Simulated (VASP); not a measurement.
# Cd3I (Pm-3m) in VASP: further runs

Cd3I is run at these levels: PBE; tasks: single point.

All numbers are computed with VASP 6.6.1; they aren't measurements. Logs are shortened: lines on timing, memory, paths and dates and some standing lists are left out, and cuts for length are marked.

## Step 1: The cell of the first run

Symmetry: Pm-3m, No. 221, cubic system. Conventional cell: a = 4.813 Å, b = 4.813 Å, c = 4.813 Å, α = 90.00°, β = 90.00°, γ = 90.00°. Within 4.5 Å of Cd (site symmetry 4/mmm) lie 8 Cd at 3.40 Å and 4 I at 3.40 Å. Within 4.5 Å of I (site symmetry m-3m) lie 12 Cd at 3.40 Å.

## Step 2: Single point, PBE

Input file INCAR:

```
PREC = Accurate
ENCUT = 520
EDIFF = 1E-6
ISMEAR = 0
SIGMA = 0.1
LREAL = False
LASPH = True
NELM = 60
ALGO = Normal
ISIF = 2
LWAVE = False
LCHARG = False
GGA = PE
NBANDS = 30
```

Input file KPOINTS:

```
Automatic mesh
0
Gamma
  4 4 4
```

Input file POSCAR:

```
Cd3I
1.0
    4.8129961749      0.0000000000      0.0000000000
    0.0000000000      4.8129961749      0.0000000000
    0.0000000000      0.0000000000      4.8129961749
Cd I
3 1
Direct
    0.0000000000      0.5000000000      0.5000000000
    0.5000000000      0.0000000000      0.5000000000
    0.5000000000      0.5000000000      0.0000000000
    0.0000000000      0.0000000000      0.0000000000
```

Potentials or basis: VASP PAW PBE potentials, release 64 (Cd, I).

Started as:

```sh
cat potpaw_PBE.64/Cd/POTCAR potpaw_PBE.64/I/POTCAR > POTCAR
mpirun -np 1 vasp_std > vasp.out
```

OUTCAR:

```text
PREC = Accurate
   ENCUT = 520
   EDIFF = 1E-6
   ISMEAR = 0
   LREAL = False
   LASPH = True
   NELM = 60
   ISIF = 2
   GGA = PE

 ion  position               nearest neighbor table
   1  0.000  0.500  0.500-   2 3.40   3 3.40   4 3.40   3 3.40   4 3.40   2 3.40   4 3.40   4 3.40
                             2 3.40   3 3.40   3 3.40   2 3.40
   2  0.500  0.000  0.500-   1 3.40   3 3.40   4 3.40   3 3.40   4 3.40   1 3.40   3 3.40   3 3.40
                             1 3.40   4 3.40   4 3.40   1 3.40
   3  0.500  0.500  0.000-   1 3.40   2 3.40   4 3.40   1 3.40   2 3.40   2 3.40   4 3.40   2 3.40
                             1 3.40   4 3.40   1 3.40   4 3.40
   4  0.000  0.000  0.000-   1 3.40   2 3.40   3 3.40   1 3.40   2 3.40   1 3.40   3 3.40   1 3.40
                             2 3.40   3 3.40   2 3.40   3 3.40

  LATTYP: Found a simple cubic cell.
 ALAT       =     4.8129961749

  Lattice vectors:

 A1 = (   4.8129961749,   0.0000000000,   0.0000000000)
 A2 = (   0.0000000000,   4.8129961749,   0.0000000000)
 A3 = (   0.0000000000,   0.0000000000,   4.8129961749)

Analysis of symmetry for initial positions (statically):
=====================================================================
 Subroutine PRICEL returns:
 Original cell was already a primitive cell.

 Routine SETGRP: Setting up the symmetry group for a
 simple cubic supercell.

 Subroutine GETGRP returns: Found 48 space group operations
 (whereof 48 operations were pure point group operations)
 out of a pool of 48 trial point group operations.

The static configuration has the point symmetry O_h .

Analysis of symmetry for dynamics (positions and initial velocities):
=====================================================================
 Subroutine PRICEL returns:
 Original cell was already a primitive cell.

 Routine SETGRP: Setting up the symmetry group for a
 simple cubic supercell.

 Subroutine GETGRP returns: Found 48 space group operations
 (whereof 48 operations were pure point group operations)
 out of a pool of 48 trial point group operations.

The dynamic configuration has the point symmetry O_h .

 Subroutine INISYM returns: Found 48 space group operations
 (whereof 48 operations are pure point group operations),
 and found     1 'primitive' translations

----------------------------------------------------------------------------------------

                                     Primitive cell

  volume of cell :     111.4927

  direct lattice vectors                    reciprocal lattice vectors
     4.812996175  0.000000000  0.000000000     0.207770786  0.000000000  0.000000000
     0.000000000  4.812996175  0.000000000     0.000000000  0.207770786  0.000000000
     0.000000000  0.000000000  4.812996175     0.000000000  0.000000000  0.207770786

  length of vectors
     4.812996175  4.812996175  4.812996175     0.207770786  0.207770786  0.207770786

  position of ions in fractional coordinates (direct lattice)
     0.000000000  0.500000000  0.500000000
     0.500000000  0.000000000  0.500000000
     0.500000000  0.500000000  0.000000000
     0.000000000  0.000000000  0.000000000

  ion indices of the primitive-cell ions
   primitive index   ion index
                 1           1
                 2           2
                 3           3
                 4           4

----------------------------------------------------------------------------------------

 KPOINTS: Automatic mesh

Automatic generation of k-mesh.
 Grid dimensions read from file:
 generate k-points for:    4    4    4

 Generating k-lattice:

  Cartesian coordinates                     Fractional coordinates (reciprocal lattice)
     0.051942697  0.000000000  0.000000000     0.250000000  0.000000000  0.000000000
     0.000000000  0.051942697  0.000000000     0.000000000  0.250000000  0.000000000
     0.000000000  0.000000000  0.051942697     0.000000000  0.000000000  0.250000000

  Length of vectors
     0.051942697  0.051942697  0.051942697

  Shift w.r.t. Gamma in fractional coordinates (k-lattice)
     0.000000000  0.000000000  0.000000000

 Subroutine IBZKPT returns following result:
 ===========================================

 Found     10 irreducible k-points:

 Following reciprocal coordinates:
            Coordinates               Weight
  0.000000  0.000000  0.000000      1.000000
  0.250000  0.000000  0.000000      6.000000
  0.500000  0.000000  0.000000      3.000000
  0.250000  0.250000  0.000000     12.000000
  0.500000  0.250000  0.000000     12.000000
  0.500000  0.500000  0.000000      3.000000
  0.250000  0.250000  0.250000      8.000000
  0.500000  0.250000  0.250000     12.000000
  0.500000  0.500000  0.250000      6.000000
  0.500000  0.500000  0.500000      1.000000
   k-points           NKPTS =     10   k-points in BZ     NKDIM =     10   number of bands    NBANDS=     30
   number of dos      NEDOS =    301   number of ions     NIONS =      4
   total plane-waves  NPLWV =  46656
   dimension x,y,z NGX =    36 NGY =   36 NGZ =   36
   dimension x,y,z NGXF=    72 NGYF=   72 NGZF=   72
   ions per type =               3   1
   NGX,Y,Z   is equivalent  to a cutoff of  12.43, 12.43, 12.43 a.u.
   NGXF,Y,Z  is equivalent  to a cutoff of  24.87, 24.87, 24.87 a.u.
 SYSTEM =  unknown system
   PREC   = accura    normal or accurate (medium, high low for compatibility)
   ISTART =      0    job   : 0-new  1-cont  2-samecut
   ICHARG =      2    charge: 1-file 2-atom 10-const
   ISPIN  =      1    spin polarized calculation?
   LNONCOLLINEAR =      F non collinear calculations
   LSORBIT =      F    spin-orbit coupling
   LASPH  =      T    aspherical Exc in radial PAW
   ENCUT  =  520.0 eV  38.22 Ry    6.18 a.u.   8.95  8.95  8.95*2*pi/ulx,y,z
   NELM   =     60;   NELMIN=  2; NELMDL= -5     # of ELM steps
   EDIFF  = 0.1E-05   stopping-criterion for ELM
   LREAL  =      F    real-space projection
   EDIFFG = 0.1E-04   stopping-criterion for IOM
   NSW    =      0    number of steps for IOM
   IBRION =     -1    ionic relax: 0-MD 1-quasi-New 2-CG
   NFREE  =      0    steps in history (QN), initial steepest desc. (CG)
   ISIF   =      2    stress and relaxation
   ISYM   =      2    0-nonsym 1-usesym 2-fastsym
   POTIM  = 0.5000    time-step for ionic-motion
   TEBEG  =    0.0;   TEEND  =   0.0 temperature during run
   PSTRESS=    0.0 pullay stress
   NELECT =      43.0000    total number of electrons
   NUPDOWN=      -1.0000    fix difference up-down
   EMIN   =  10.00;   EMAX   =-10.00  energy-range for DOS
   EFERMI =   0.00;   METHOD = LEGACY
   ISMEAR =     0;   SIGMA  =   0.10  broadening in eV -4-tet -1-fermi 0-gaus
   EFERMI_NEDOS =   21; number of points for ismear=-14 and -15
   IALGO  =     38    algorithm
   IMIX   =      4    mixing-type and parameters
     AMIX     =   0.40;   BMIX     =  1.00
     AMIX_MAG =   1.60;   BMIX_MAG =  1.00
  volume/ion in A,a.u.               =      27.87       188.10
  Fermi-wavevector in a.u.,A,eV,Ry     =   1.191650  2.251892 19.320685  1.420030
  Thomas-Fermi vector in A             =   2.327707
   LORBIT       =      0    0 simple, 1 ext, 2 COOP (PROOUT), +10 PAW based schemes
   GGA     = PE    functional components
   LHFCALC =     F    Hartree Fock is set to
   AEXX    =    0.0000 exact exchange contribution
   IVDW    =     0    specifies the selected vdW correction
   LEPSILON=     F    determine dielectric tensor
   LRPA    =     F    only Hartree local field effects (RPA)
 non-spin polarized calculation
 Gauss-broadening in eV      SIGMA  =   0.10
  energy-cutoff  :      520.00
  volume of cell :      111.49
 maximum number of plane-waves:      3024
 NGX is ok and might be reduce to    36
   NGX = 17   NGY = 17   NGZ = 17

 number of electron      42.9999989 magnetization

 Free energy of the ion-electron system (eV)
  ---------------------------------------------------
  ext. energy  EPLUGINS =         0.00000000
  ---------------------------------------------------
  free energy    TOTEN  =        -3.27911444 eV

  energy without entropy =       -3.26175659  energy(sigma->0) =       -3.27043552

 E-fermi :   3.2879     XC(G=0):  -9.8190

 val. band max:        3.2023757846   @ k =   0.0000   0.0000   0.0000
 cond. band min:       3.3113159244   @ k =   0.5000   0.2500   0.0000
 fundamental gap:      0.1089401399
 Fermi energy:         3.2879442212

 k-point     1 :       0.0000    0.0000    0.0000
  band No.  band energies     occupation
      1     -10.6000      2.00000
      2      -5.6750      2.00000
      3      -5.6750      2.00000
      4      -5.6750      2.00000
      5      -5.6526      2.00000
      6      -5.5318      2.00000
[... 22 lines left out ...]
     29      10.1432      0.00000
     30      10.4909      0.00000

 k-point     2 :       0.2500    0.0000    0.0000
  band No.  band energies     occupation
      1     -10.5263      2.00000
      2      -5.6514      2.00000
      3      -5.5997      2.00000
      4      -5.5997      2.00000
      5      -5.5943      2.00000
      6      -5.5180      2.00000
[... 22 lines left out ...]
     29      10.6173      0.00000
     30      10.9202      0.00000

 k-point     3 :       0.5000    0.0000    0.0000
  band No.  band energies     occupation
      1     -10.4483      2.00000
      2      -5.6243      2.00000
      3      -5.5941      2.00000
      4      -5.4769      2.00000
      5      -5.4769      2.00000
      6      -5.4422      2.00000
[... 22 lines left out ...]
     29       9.4949      0.00000
     30      10.6188      0.00000

 k-point     4 :       0.2500    0.2500    0.0000
  band No.  band energies     occupation
      1     -10.4679      2.00000
      2      -5.6152      2.00000
      3      -5.5774      2.00000
      4      -5.5325      2.00000
      5      -5.5321      2.00000
      6      -5.4768      2.00000
[... 22 lines left out ...]
     29       9.6349      0.00000
     30      10.1646      0.00000

 k-point     5 :       0.5000    0.2500    0.0000
  band No.  band energies     occupation
      1     -10.4070      2.00000
      2      -5.5508      2.00000
      3      -5.5210      2.00000
      4      -5.5188      2.00000
      5      -5.4638      2.00000
      6      -5.3910      2.00000
[... 22 lines left out ...]
     29       8.8110      0.00000
     30      10.5118      0.00000

 k-point     6 :       0.5000    0.5000    0.0000
  band No.  band energies     occupation
      1     -10.3645      2.00000
      2      -5.5573      2.00000
      3      -5.4963      2.00000
      4      -5.4963      2.00000
      5      -5.4322      2.00000
      6      -5.2968      2.00000
[... 22 lines left out ...]
     29       9.4287      0.00000
     30      11.0851      0.00000

 k-point     7 :       0.2500    0.2500    0.2500
  band No.  band energies     occupation
      1     -10.4256      2.00000
      2      -5.6250      2.00000
      3      -5.5315      2.00000
      4      -5.5315      2.00000
      5      -5.5192      2.00000
      6      -5.3900      2.00000
[... 22 lines left out ...]
     29      10.4257      0.00000
     30      11.2765      0.00000

 k-point     8 :       0.5000    0.2500    0.2500
  band No.  band energies     occupation
      1     -10.3822      2.00000
      2      -5.5615      2.00000
      3      -5.5020      2.00000
      4      -5.4811      2.00000
      5      -5.4338      2.00000
      6      -5.4220      2.00000
[... 22 lines left out ...]
     29      10.6342      0.00000
     30      10.8584      0.00000

 k-point     9 :       0.5000    0.5000    0.2500
  band No.  band energies     occupation
      1     -10.3570      2.00000
      2      -5.5140      2.00000
      3      -5.5140      2.00000
      4      -5.5071      2.00000
      5      -5.4269      2.00000
      6      -5.4269      2.00000
[... 22 lines left out ...]
     29      10.7101      0.00000
     30      11.5622      0.00000

 k-point    10 :       0.5000    0.5000    0.5000
  band No.  band energies     occupation
      1     -10.3495      2.00000
      2      -5.5608      2.00000
      3      -5.5608      2.00000
      4      -5.5608      2.00000
      5      -5.4487      2.00000
      6      -5.4487      2.00000
[... 22 lines left out ...]
     29      12.7938      0.00000
     30      13.1665      0.00000

------------------------ aborting loop because EDIFF is reached ----------------------------------------

  FORCE on cell =-STRESS in cart. coord.  units (eV):
  Direction    XX          YY          ZZ          XY          YZ          ZX
  --------------------------------------------------------------------------------------
  -------------------------------------------------------------------------------------
  Total        1.5442327      1.5442327      1.5442327      0.0000000      0.0000000     -0.0000000
  in kB       22.1909947     22.1909947     22.1909947      0.0000000      0.0000000     -0.0000000
  external PRESSURE =      22.1909947 kB  Pullay stress =       0.0000000 kB

 VOLUME and BASIS-vectors are now :
 -----------------------------------------------------------------------------
  energy-cutoff  :      520.00
  volume of cell :      111.49
      direct lattice vectors                 reciprocal lattice vectors
     4.812996175  0.000000000  0.000000000     0.207770786  0.000000000  0.000000000
     0.000000000  4.812996175  0.000000000     0.000000000  0.207770786  0.000000000
     0.000000000  0.000000000  4.812996175     0.000000000  0.000000000  0.207770786

 POSITION                                       TOTAL-FORCE (eV/Angst)
 -----------------------------------------------------------------------------------
      0.00000      2.40650      2.40650         0.000000      0.000000      0.000000
      2.40650      0.00000      2.40650         0.000000      0.000000      0.000000
      2.40650      2.40650      0.00000         0.000000      0.000000      0.000000
      0.00000      0.00000      0.00000         0.000000      0.000000      0.000000
 -----------------------------------------------------------------------------------
    total drift:                                0.000000      0.000000      0.000000

  FREE ENERGIE OF THE ION-ELECTRON SYSTEM (eV)
  ---------------------------------------------------
  free  energy   TOTEN  =        -3.2791144378 eV

  energy  without entropy=       -3.2617565941  energy(sigma->0) =       -3.27043552
```

Run time: 10 s. Hardware: 1 thread of Intel Xeon 6975P-C (Granite Rapids), shared host; peak memory 0.21 GiB.

Results:

| Property | Result |
| --- | --- |
| Free energy | -3.2791 eV |
| Pressure | 2.2 GPa |
| Band gap on the k mesh | zero (an odd number of electrons rules out a gap without spin polarisation) |

Caveat: spin-orbit coupling is left out, which moves the levels of the heavy elements; an odd number of electrons without spin polarisation forces a metal; a magnetic or distorted state may lie lower.

## Step 3: Single point, PBE

This run uses another cell than the first one, of 30.06 Å³/atom.

Input file INCAR:

```
SYSTEM = Cd3I
PREC = Accurate
ENCUT = 520
EDIFF = 1E-6
ISMEAR = 0
SIGMA = 0.1
LREAL = .False.
LASPH = .True.
NELM = 60
ALGO = Normal
ISIF = 2
LWAVE = .False.
LCHARG = .False.
GGA = PE
NBANDS = 30
```

Input file KPOINTS:

```
Automatic mesh
0
Gamma
  10 10 10
  0 0 0
```

Input file POSCAR:

```
Cd3I
1.0
    4.9358771487      0.0000000000      0.0000000000
    0.0000000000      4.9358771487      0.0000000000
    0.0000000000      0.0000000000      4.9358771487
Cd I
3 1
Direct
    0.0000000000      0.5000000000      0.5000000000
    0.5000000000      0.0000000000      0.5000000000
    0.5000000000      0.5000000000      0.0000000000
    0.0000000000      0.0000000000      0.0000000000
```

Potentials or basis: VASP PAW PBE potentials, release 64 (Cd, I).

Started as:

```sh
cat potpaw_PBE.64/Cd/POTCAR potpaw_PBE.64/I/POTCAR > POTCAR
mpirun -np 1 vasp_std > vasp.out
```

Wall time 56 s (1 thread of Intel Xeon 6975P-C (Granite Rapids), shared host); peak memory 0.34 GiB.

The run converged. Its results:

```yaml
Free_energy: -3.2793 eV
Pressure: 0.1 GPa
Band_gap_on_the_k_mesh: zero (an odd number of electrons rules out a gap without spin polarisation)
```

Levels at points of the mesh, in eV from the Fermi level:
```csv
k point,band 19,band 20,band 21,band 22,band 23,band 24
"(0.00, 0.00, 0.00)",-3.39,-3.39,0.12,0.12,2.51,2.51
"(0.50, 0.00, 0.00)",-2.86,-2.70,-0.70,0.87,1.63,1.63
"(0.50, 0.50, 0.00)",-3.36,-2.50,0.26,0.26,0.68,3.14
"(0.50, 0.50, 0.50)",-4.13,-1.85,-1.85,-1.85,-1.09,4.00
```

Caveat: spin-orbit coupling is left out, which moves the levels of the heavy elements; an odd number of electrons without spin polarisation forces a metal; a magnetic or distorted state may lie lower.

## Step 4: Single point, PBE

This run uses another cell than the first one, of 30.06 Å³/atom.

Input file INCAR:

```
PREC = Accurate
ENCUT = 520
EDIFF = 1E-7
ISMEAR = 0
SIGMA = 0.1
LREAL = F
LASPH = T
NELM = 80
ALGO = Normal
ISIF = 2
LWAVE = F
LCHARG = T
GGA = PE
LELF = T
LVHAR = T
NBANDS = 30
```

Input file KPOINTS:

```
Automatic mesh
0
Gamma
  10 10 10
```

POSCAR is that of step 3.

Started as:

```sh
cat potpaw_PBE.64/Cd/POTCAR potpaw_PBE.64/I/POTCAR > POTCAR
mpirun -np 1 vasp_std > vasp.out
```

Run time: 65 s. Hardware: 1 thread of Intel Xeon 6975P-C (Granite Rapids), shared host; peak memory 0.34 GiB.

Results (log left out):

| Quantity | Value |
| --- | --- |
| Free energy | -3.2793 eV |
| Pressure | 0.1 GPa |
| Band gap on the k mesh | zero (an odd number of electrons rules out a gap without spin polarisation) |

Levels at points of the mesh, in eV from the Fermi level:
| k point | band 18 | band 19 | band 20 | band 21 | band 22 | band 23 | band 24 | band 25 |
| --- | --- | --- | --- | --- | --- | --- | --- | --- |
| (0.00, 0.00, 0.00) | -3.39 | -3.39 | -3.39 | 0.12 | 0.12 | 2.51 | 2.51 | 2.51 |
| (0.50, 0.00, 0.00) | -2.86 | -2.86 | -2.70 | -0.70 | 0.87 | 1.63 | 1.63 | 2.53 |
| (0.50, 0.50, 0.00) | -4.72 | -3.36 | -2.50 | 0.26 | 0.26 | 0.68 | 3.14 | 3.14 |
| (0.50, 0.50, 0.50) | -4.13 | -4.13 | -1.85 | -1.85 | -1.85 | -1.09 | 4.00 | 4.00 |

Caveat: spin-orbit coupling is left out, which moves the levels of the heavy elements; an odd number of electrons without spin polarisation forces a metal; a magnetic or distorted state may lie lower.
